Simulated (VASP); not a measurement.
# LiF (P4/mmm) in VASP: notebook

Runs on LiF. Level: LDA. Tasks: single point.

Everything below comes from runs of VASP 6.6.1. Logs are shortened: lines on timing, memory, paths and dates and some standing lists are left out, and cuts for length are marked.

**1. The cell of the first run**

The structure is tetragonal, space group P4/mmm (No. 123). The conventional cell has a = 2.560 Å, b = 2.560 Å, c = 2.688 Å, α = 90.00°, β = 90.00°, γ = 90.00°. Li (site symmetry 4/mmm) has 8 F at 2.25 Å and 6 Li at 2.56 to 2.69 Å within 3.0 Å. Within 3.0 Å of F (site symmetry 4/mmm) lie 8 Li at 2.25 Å and 6 F at 2.56 to 2.69 Å.

**2. Single point, LDA (strain +0.000 along x and y, +0.050 along z)**

Contents of INCAR:

```
SYSTEM = LiF
PREC     = Accurate       ! precision mode
ENCUT    = 520            ! plane-wave cutoff, eV
EDIFF    = 1E-7           ! SCF threshold, eV
ISMEAR   = 0              ! smearing method
SIGMA    = 0.05           ! smearing width, eV
LREAL    = .False.        ! projectors in reciprocal space
LASPH    = .True.         ! aspherical terms in the spheres
NELM     = 80             ! most SCF steps
ALGO     = Normal         ! electronic algorithm
ISIF     = 2              ! what is computed and relaxed
LWAVE    = .False.        ! write WAVECAR
LCHARG   = .True.         ! write CHGCAR
LELF     = .True.         ! ELF
LVHAR    = .True.       
NBANDS   = 12             ! bands
```

Contents of KPOINTS:

```
regular mesh
0
Gamma
  10 10 10
  0 0 0
```

Contents of POSCAR:

```
LiF
1.0
    2.5595330000      0.0000000000      0.0000000000
    0.0000000000      2.5595330000      0.0000000000
    0.0000000000      0.0000000000      2.6875096500
Li F
1 1
Direct
    0.0000000000      0.0000000000      0.0000000000
    0.5000000000      0.5000000000      0.5000000000
```

Potentials or basis: VASP PAW LDA potentials, release 64 (Li_sv, F).

Started as:

```
$ cat potpaw_LDA.64/Li_sv/POTCAR potpaw_LDA.64/F/POTCAR > POTCAR
$ mpirun -np 1 vasp_std > vasp.out
```

OUTCAR:

```text
SYSTEM = LiF
   PREC = Accurate
   ENCUT = 520
   EDIFF = 1E-7
   ISMEAR = 0
   LREAL = .False.
   LASPH = .True.
   NELM = 80
   ISIF = 2

 ion  position               nearest neighbor table
   1  0.000  0.000  0.000-   2 2.25   2 2.25   2 2.25   2 2.25   2 2.25   2 2.25   2 2.25   2 2.25

   2  0.500  0.500  0.500-   1 2.25   1 2.25   1 2.25   1 2.25   1 2.25   1 2.25   1 2.25   1 2.25

  LATTYP: Found a simple tetragonal cell.
 ALAT       =     2.5595330000
 C/A-ratio  =     1.0500000000

  Lattice vectors:

 A1 = (   2.5595330000,   0.0000000000,   0.0000000000)
 A2 = (   0.0000000000,   2.5595330000,   0.0000000000)
 A3 = (   0.0000000000,   0.0000000000,   2.6875096500)

Analysis of symmetry for initial positions (statically):
=====================================================================
 Subroutine PRICEL returns:
 Original cell was already a primitive cell.

 Routine SETGRP: Setting up the symmetry group for a
 simple tetragonal supercell.

 Subroutine GETGRP returns: Found 16 space group operations
 (whereof 16 operations were pure point group operations)
 out of a pool of 16 trial point group operations.

The static configuration has the point symmetry D_4h.

Analysis of symmetry for dynamics (positions and initial velocities):
=====================================================================
 Subroutine PRICEL returns:
 Original cell was already a primitive cell.

 Routine SETGRP: Setting up the symmetry group for a
 simple tetragonal supercell.

 Subroutine GETGRP returns: Found 16 space group operations
 (whereof 16 operations were pure point group operations)
 out of a pool of 16 trial point group operations.

The dynamic configuration has the point symmetry D_4h.

 Subroutine INISYM returns: Found 16 space group operations
 (whereof 16 operations are pure point group operations),
 and found     1 'primitive' translations

----------------------------------------------------------------------------------------

                                     Primitive cell

  volume of cell :      17.6064

  direct lattice vectors                    reciprocal lattice vectors
     2.559533000  0.000000000  0.000000000     0.390696272  0.000000000  0.000000000
     0.000000000  2.559533000  0.000000000     0.000000000  0.390696272  0.000000000
     0.000000000  0.000000000  2.687509650     0.000000000  0.000000000  0.372091687

  length of vectors
     2.559533000  2.559533000  2.687509650     0.390696272  0.390696272  0.372091687

  position of ions in fractional coordinates (direct lattice)
     0.000000000  0.000000000  0.000000000
     0.500000000  0.500000000  0.500000000

  ion indices of the primitive-cell ions
   primitive index   ion index
                 1           1
                 2           2

----------------------------------------------------------------------------------------

 KPOINTS: regular mesh

Automatic generation of k-mesh.
 Grid dimensions read from file:
 generate k-points for:   10   10   10

 Generating k-lattice:

  Cartesian coordinates                     Fractional coordinates (reciprocal lattice)
     0.039069627  0.000000000  0.000000000     0.100000000  0.000000000  0.000000000
     0.000000000  0.039069627  0.000000000     0.000000000  0.100000000  0.000000000
     0.000000000  0.000000000  0.037209169     0.000000000  0.000000000  0.100000000

  Length of vectors
     0.039069627  0.039069627  0.037209169

  Shift w.r.t. Gamma in fractional coordinates (k-lattice)
     0.000000000  0.000000000  0.000000000

 Subroutine IBZKPT returns following result:
 ===========================================

 Found    126 irreducible k-points:

 Following reciprocal coordinates:
            Coordinates               Weight
  0.000000  0.000000  0.000000      1.000000
  0.100000  0.000000  0.000000      4.000000
  0.200000  0.000000  0.000000      4.000000
  0.300000  0.000000  0.000000      4.000000
  0.400000  0.000000  0.000000      4.000000
  0.500000  0.000000  0.000000      2.000000
[... 16 lines left out ...]
  0.100000  0.000000  0.100000      8.000000
  0.200000  0.000000  0.100000      8.000000
 [... further k-points ...]
   k-points           NKPTS =    126   k-points in BZ     NKDIM =    126   number of bands    NBANDS=     12
   number of dos      NEDOS =    301   number of ions     NIONS =      2
   total plane-waves  NPLWV =   8000
   dimension x,y,z NGX =    20 NGY =   20 NGZ =   20
   dimension x,y,z NGXF=    40 NGYF=   40 NGZF=   40
   ions per type =               1   1
   NGX,Y,Z   is equivalent  to a cutoff of  12.99, 12.99, 12.37 a.u.
   NGXF,Y,Z  is equivalent  to a cutoff of  25.98, 25.98, 24.74 a.u.
 SYSTEM =  LiF
   PREC   = accura    normal or accurate (medium, high low for compatibility)
   ISTART =      0    job   : 0-new  1-cont  2-samecut
   ICHARG =      2    charge: 1-file 2-atom 10-const
   ISPIN  =      1    spin polarized calculation?
[... 21 lines left out ...]
   EFERMI_NEDOS =   21; number of points for ismear=-14 and -15
   IALGO  =     38    algorithm
   IMIX   =      4    mixing-type and parameters
     AMIX     =   0.40;   BMIX     =  1.00
     AMIX_MAG =   1.60;   BMIX_MAG =  1.00
  volume/ion in A,a.u.               =       8.80        59.41
  Fermi-wavevector in a.u.,A,eV,Ry     =   1.355765  2.562024 25.008842  1.838098
  Thomas-Fermi vector in A             =   2.482825
   LORBIT       =      0    0 simple, 1 ext, 2 COOP (PROOUT), +10 PAW based schemes
   GGA     = CA    functional components
   LHFCALC =     F    Hartree Fock is set to
   AEXX    =    0.0000 exact exchange contribution
   IVDW    =     0    specifies the selected vdW correction
   LEPSILON=     F    determine dielectric tensor
   LRPA    =     F    only Hartree local field effects (RPA)
 non-spin polarized calculation
 Gauss-broadening in eV      SIGMA  =   0.05
  energy-cutoff  :      520.00
  volume of cell :       17.61
 maximum number of plane-waves:       492
 NGX is ok and might be reduce to    20
   NGX =  9   NGY =  9   NGZ =  9

 number of electron      10.0000009 magnetization

 Free energy of the ion-electron system (eV)
  ---------------------------------------------------
  ext. energy  EPLUGINS =         0.00000000
  ---------------------------------------------------
  free energy    TOTEN  =        -9.80285001 eV

  energy without entropy =       -9.80285001  energy(sigma->0) =       -9.80285001

 E-fermi :  -0.1817     XC(G=0): -10.3356

 val. band max:       -0.4061932989   @ k =   0.5000   0.0000   0.5000
 cond. band min:       6.3681384716   @ k =   0.0000   0.0000   0.0000
 fundamental gap:      6.7743317705
 Fermi energy:        -0.1816644604

 k-point     1 :       0.0000    0.0000    0.0000
  band No.  band energies     occupation
      1     -42.2556      2.00000
      2     -20.7367      2.00000
      3      -1.4823      2.00000
      4      -0.9885      2.00000
      5      -0.9885      2.00000
      6       6.3681      0.00000
      7      17.0662      0.00000
      8      18.1951      0.00000
      9      18.5757      0.00000
     10      19.8654      0.00000
     11      19.8654      0.00000
     12      36.0094      0.00000

 k-point     2 :       0.1000    0.0000    0.0000
  band No.  band energies     occupation
      1     -42.2508      2.00000
      2     -20.6924      2.00000
      3      -1.4406      2.00000
      4      -1.3528      2.00000
      5      -0.9534      2.00000
      6       6.6040      0.00000
      7      16.3072      0.00000
      8      17.6609      0.00000
      9      18.5351      0.00000
     10      19.8636      0.00000
     11      21.9539      0.00000
     12      34.3845      0.00000

 k-point     3 :       0.2000    0.0000    0.0000
  band No.  band energies     occupation
      1     -42.2381      2.00000
      2     -20.5741      2.00000
      3      -2.2070      2.00000
      4      -1.3295      2.00000
      5      -0.8605      2.00000
      6       7.1055      0.00000
      7      14.7578      0.00000
      8      18.2687      0.00000
      9      18.4106      0.00000
     10      19.8471      0.00000
     11      25.2456      0.00000
     12      31.9923      0.00000
[... 286 lines left out ...]
 k-point    23 :       0.1000    0.0000    0.1000
  band No.  band energies     occupation
      1     -42.2476      2.00000
      2     -20.6610      2.00000
      3      -1.7476      2.00000
      4      -1.3214      2.00000
      5      -0.9264      2.00000
      6       6.8641      0.00000
      7      15.5076      0.00000
      8      17.0523      0.00000
      9      19.8311      0.00000
     10      20.2851      0.00000
     11      22.2270      0.00000
     12      32.3715      0.00000

 k-point    24 :       0.2000    0.0000    0.1000
  band No.  band energies     occupation
      1     -42.2351      2.00000
      2     -20.5415      2.00000
      3      -2.1822      2.00000
      4      -1.6282      2.00000
      5      -0.8356      2.00000
      6       7.3934      0.00000
      7      14.6450      0.00000
      8      16.5165      0.00000
      9      19.8714      0.00000
     10      20.5440      0.00000
     11      25.4219      0.00000
     12      29.9679      0.00000

 [... further k-points ...]
[... 5 lines left out ...]
  --------------------------------------------------------------------------------------
  -------------------------------------------------------------------------------------
  Total       -0.6714987     -0.6714987     -1.9866291      0.0000000     -0.0000000     -0.0000000
  in kB      -61.1060525    -61.1060525   -180.7822841      0.0000000     -0.0000000     -0.0000000
  external PRESSURE =    -100.9981297 kB  Pullay stress =       0.0000000 kB

 VOLUME and BASIS-vectors are now :
 -----------------------------------------------------------------------------
  energy-cutoff  :      520.00
  volume of cell :       17.61
      direct lattice vectors                 reciprocal lattice vectors
     2.559533000  0.000000000  0.000000000     0.390696272  0.000000000  0.000000000
     0.000000000  2.559533000  0.000000000     0.000000000  0.390696272  0.000000000
     0.000000000  0.000000000  2.687509650     0.000000000  0.000000000  0.372091687

 POSITION                                       TOTAL-FORCE (eV/Angst)
 -----------------------------------------------------------------------------------
      0.00000      0.00000      0.00000         0.000000      0.000000      0.000000
      1.27977      1.27977      1.34375         0.000000      0.000000      0.000000
 -----------------------------------------------------------------------------------
    total drift:                                0.000000      0.000000      0.000000

  FREE ENERGIE OF THE ION-ELECTRON SYSTEM (eV)
  ---------------------------------------------------
  free  energy   TOTEN  =        -9.8028500096 eV

  energy  without entropy=       -9.8028500096  energy(sigma->0) =       -9.80285001
```

Wall time 16 s (1 thread of Intel Xeon Platinum 8488C (Sapphire Rapids), shared host); peak memory 0.13 GiB.

Results:

- Free energy: -9.8029 eV
- Band gap on the k mesh: 6.77 eV (least direct gap 7.36 eV)

Caveat: the cell differs from its parent crystal (strain +0.000 along x and y, +0.050 along z); the cutoff is under 1.25 times the usual one of these potentials, so pressure, stress and relaxed cells hold a basis-set (Pulay) error. A k mesh can miss the band edges.

**3. Single point, LDA (strain +0.025 along x and y, +0.000 along z)**

Contents of INCAR:

```
SYSTEM = LiF
PREC = Accurate ; ENCUT = 520
EDIFF = 1E-7 ; ISMEAR = 0
SIGMA = 0.05 ; LREAL = .False.
LASPH = .True. ; NELM = 100
ALGO = Normal ; ISIF = 2
LWAVE = .False. ; LCHARG = .True.
LELF = .True. ; LVHAR = .True.
NBANDS = 12
```

KPOINTS is that of step 2.

Contents of POSCAR:

```
LiF
1.0
    2.6235213250      0.0000000000      0.0000000000
    0.0000000000      2.6235213250      0.0000000000
    0.0000000000      0.0000000000      2.5595330000
Li F
1 1
Direct
    0.0000000000      0.0000000000      0.0000000000
    0.5000000000      0.5000000000      0.5000000000
```

Potentials or basis: VASP PAW LDA potentials, release 64 (Li_sv, F).

Started as:

```
$ cat potpaw_LDA.64/Li_sv/POTCAR potpaw_LDA.64/F/POTCAR > POTCAR
$ mpirun -np 1 vasp_std > vasp.out
```

It took 15 s on 1 thread of Intel Xeon Platinum 8488C (Sapphire Rapids), shared host; peak memory 0.13 GiB.

The run converged. Its results:

* Free energy: -9.8181 eV
* Band gap on the k mesh: 6.80 eV (least direct gap 7.38 eV)

Levels at points of the mesh, in eV from the valence-band top:
| k point | band 3 | band 4 | band 5 | band 6 | band 7 | band 8 |
| --- | --- | --- | --- | --- | --- | --- |
| (0.00, 0.00, 0.00) | -0.83 | -0.83 | -0.58 | 6.80 | 17.71 | 18.32 |
| (0.50, 0.00, 0.00) | -3.64 | -0.46 | -0.24 | 8.48 | 12.97 | 18.96 |
| (0.50, 0.50, 0.00) | -3.25 | -3.25 | 0.00 | 12.46 | 12.80 | 12.80 |
| (0.00, 0.00, 0.50) | -3.64 | -0.41 | -0.41 | 8.33 | 13.30 | 19.23 |
| (0.50, 0.00, 0.50) | -3.24 | -3.15 | -0.16 | 12.61 | 12.67 | 12.99 |
| (0.50, 0.50, 0.50) | -2.31 | -2.22 | -2.22 | 10.34 | 10.54 | 10.54 |

Caveat: the cell differs from its parent crystal (strain +0.025 along x and y, +0.000 along z); the cutoff is under 1.25 times the usual one of these potentials, so pressure, stress and relaxed cells hold a basis-set (Pulay) error. A k mesh can miss the band edges.

**4. Single point, LDA (strain +0.050 along x and y, -0.025 along z)**

Contents of INCAR:

```
ALGO = Normal ; EDIFF = 1E-6
ENCUT = 520 ; ISIF = 2
ISMEAR = 0 ; LASPH = True
LCHARG = False ; LREAL = False
LWAVE = False ; NBANDS = 12
NELM = 100 ; PREC = Accurate
SIGMA = 0.05
```

Contents of KPOINTS:

```
k-points
0
Gamma
  10 10 10
```

Contents of POSCAR:

```
LiF
1.0
    2.6875096500      0.0000000000      0.0000000000
    0.0000000000      2.6875096500      0.0000000000
    0.0000000000      0.0000000000      2.4955446750
Li F
1 1
Direct
    0.0000000000      0.0000000000      0.0000000000
    0.5000000000      0.5000000000      0.5000000000
```

Started as:

```
$ cat potpaw_LDA.64/Li_sv/POTCAR potpaw_LDA.64/F/POTCAR > POTCAR
$ mpirun -np 1 vasp_std > vasp.out
```

Run time: 12 s. Hardware: 1 thread of Intel Xeon Platinum 8488C (Sapphire Rapids), shared host; peak memory 0.12 GiB.

It converged, with:

| Quantity | Value |
| --- | --- |
| Free energy | -9.7481 eV |
| Band gap on the k mesh | 6.33 eV (least direct gap 6.78 eV) |

Levels at points of the mesh, in eV from the valence-band top:
| k point | band 3 | band 4 | band 5 | band 6 | band 7 | band 8 |
| --- | --- | --- | --- | --- | --- | --- |
| (0.00, 0.00, 0.00) | -1.20 | -1.20 | -0.45 | 6.33 | 16.76 | 18.63 |
| (0.50, 0.00, 0.00) | -3.79 | -0.85 | -0.19 | 8.15 | 12.25 | 17.75 |
| (0.50, 0.50, 0.00) | -3.47 | -3.47 | 0.00 | 11.79 | 12.33 | 12.33 |
| (0.00, 0.00, 0.50) | -3.79 | -0.70 | -0.70 | 7.79 | 13.22 | 18.57 |
| (0.50, 0.00, 0.50) | -3.43 | -3.17 | -0.48 | 11.82 | 12.42 | 12.91 |
| (0.50, 0.50, 0.50) | -2.61 | -2.31 | -2.31 | 9.78 | 10.39 | 10.39 |

Caveat: the cell differs from its parent crystal (strain +0.050 along x and y, -0.025 along z); the cutoff is under 1.25 times the usual one of these potentials, so pressure, stress and relaxed cells hold a basis-set (Pulay) error. A k mesh can miss the band edges.

**5. Single point, LDA (strain +0.050 along x and y, +0.000 along z)**

Contents of INCAR:

```
SYSTEM = LiF
PREC = Accurate ; ENCUT = 520
EDIFF = 1E-6 ; ISMEAR = 0
SIGMA = 0.05 ; LREAL = .FALSE.
LASPH = .TRUE. ; NELM = 60
ALGO = Normal ; ISIF = 2
LWAVE = .FALSE. ; LCHARG = .FALSE.
GGA = CA ; NBANDS = 12
```

Contents of KPOINTS:

```
Automatic mesh
0
G
  10 10 10
  0 0 0
```

Edit POSCAR of step 4 so:

```diff
@@ -4,3 +4,3 @@
     0.0000000000      2.6875096500      0.0000000000
-    0.0000000000      0.0000000000      2.4955446750
+    0.0000000000      0.0000000000      2.5595330000
 Li F
```

Started as:

```
$ cat potpaw_LDA.64/Li_sv/POTCAR potpaw_LDA.64/F/POTCAR > POTCAR
$ mpirun -np 1 vasp_std > vasp.out
```

Wall time 11 s (1 thread of Intel Xeon Platinum 8488C (Sapphire Rapids), shared host); peak memory 0.12 GiB.

The run converged. Its results:

```
Free energy            : -9.7444 eV
Band gap on the k mesh : 6.32 eV (least direct gap 6.81 eV)
```

Levels at points of the mesh, in eV from the valence-band top:
```
           k point  band 1  band 2  band 3  band 4  band 5  band 6  band 7  band 8  band 9  band 10
(0.00, 0.00, 0.00)  -42.02  -20.24   -0.96   -0.96   -0.48    6.32   17.05   18.23   18.76    18.76
(0.50, 0.00, 0.00)  -41.99  -19.89   -3.54   -0.61   -0.20    8.17   12.27   18.07   19.82    22.88
(0.50, 0.50, 0.00)  -41.96  -19.49   -3.19   -3.19    0.00   11.91   12.32   12.32   18.33    22.80
(0.00, 0.00, 0.50)  -41.97  -19.74   -3.54   -0.53   -0.53    7.92   12.90   18.60   18.60    22.44
(0.50, 0.00, 0.50)  -41.95  -19.35   -3.16   -3.00   -0.30   11.98   12.33   12.70   17.60    21.73
(0.50, 0.50, 0.50)  -41.92  -19.03   -2.33   -2.15   -2.15    9.99   10.39   10.39   21.76    21.76
```

Caveat: the cell differs from its parent crystal (strain +0.050 along x and y, +0.000 along z); the cutoff is under 1.25 times the usual one of these potentials, so pressure, stress and relaxed cells hold a basis-set (Pulay) error.

**6. Single point, LDA (strain +0.025 along x and y, +0.050 along z)**

Contents of INCAR:

```
PREC = Accurate
ENCUT = 520
EDIFF = 1E-6
ISMEAR = 0
SIGMA = 0.05
LREAL = False
LASPH = True
NELM = 60
ALGO = Normal
ISIF = 2
LWAVE = False
LCHARG = False
GGA = CA
NBANDS = 12
```

Contents of KPOINTS:

```
regular mesh
0
Gamma
  10 10 10
```

Contents of POSCAR:

```
LiF
1.0
    2.6235213250      0.0000000000      0.0000000000
    0.0000000000      2.6235213250      0.0000000000
    0.0000000000      0.0000000000      2.6875096500
Li F
1 1
Direct
    0.0000000000      0.0000000000      0.0000000000
    0.5000000000      0.5000000000      0.5000000000
```

Potentials or basis: VASP PAW LDA potentials, release 64 (Li_sv, F).

Started as:

```
$ cat potpaw_LDA.64/Li_sv/POTCAR potpaw_LDA.64/F/POTCAR > POTCAR
$ mpirun -np 1 vasp_std > vasp.out
```

Run time: 14 s. Hardware: 1 thread of Intel Xeon Platinum 8488C (Sapphire Rapids), shared host; peak memory 0.13 GiB.

It converged, with:

```
Free energy            : -9.7594 eV
Band gap on the k mesh : 6.50 eV (least direct gap 7.07 eV)
```

Levels at points of the mesh, in eV from the valence-band top:
```
           k point  band 2  band 3  band 4  band 5  band 6  band 7  band 8  band 9
(0.00, 0.00, 0.00)  -20.08   -0.80   -0.56   -0.56    6.50   17.51   18.06   18.95
(0.50, 0.00, 0.00)  -19.65   -3.37   -0.41   -0.21    8.22   12.75   18.50   19.34
(0.50, 0.50, 0.00)  -19.20   -2.92   -2.92   -0.14   12.49   12.51   12.51   17.76
(0.00, 0.00, 0.50)  -19.72   -3.37   -0.25   -0.25    8.37   12.44   19.09   19.09
(0.50, 0.00, 0.50)  -19.26   -3.00   -2.93    0.00   12.29   12.33   12.69   18.12
(0.50, 0.50, 0.50)  -18.88   -2.07   -2.07   -1.99   10.35   10.35   10.55   21.92
```

Caveat: the cell differs from its parent crystal (strain +0.025 along x and y, +0.050 along z); the cutoff is under 1.25 times the usual one of these potentials, so pressure, stress and relaxed cells hold a basis-set (Pulay) error.

**7. The runs side by side**

```tsv
cell	gap on the mesh (eV)
a = 2.560, b = 2.560, c = 2.688 Å, 2 atoms	6.77
a = 2.624, b = 2.624, c = 2.560 Å, 2 atoms	6.80
a = 2.688, b = 2.688, c = 2.496 Å, 2 atoms	6.33
a = 2.688, b = 2.688, c = 2.560 Å, 2 atoms	6.32
a = 2.624, b = 2.624, c = 2.688 Å, 2 atoms	6.50
```

Alike in all rows: task single point; level LDA; potentials or basis VASP PAW LDA potentials, release 64 (Li_sv, F); no spin polarisation; k mesh 10 × 10 × 10; cutoff (eV) 520; smearing gaussian 0.05 eV.

Caveats: the cutoff is under 1.25 times the usual one of these potentials, so pressure, stress and relaxed cells hold a basis-set (Pulay) error.

Absolute energies hang on the potentials; compare differences alone.
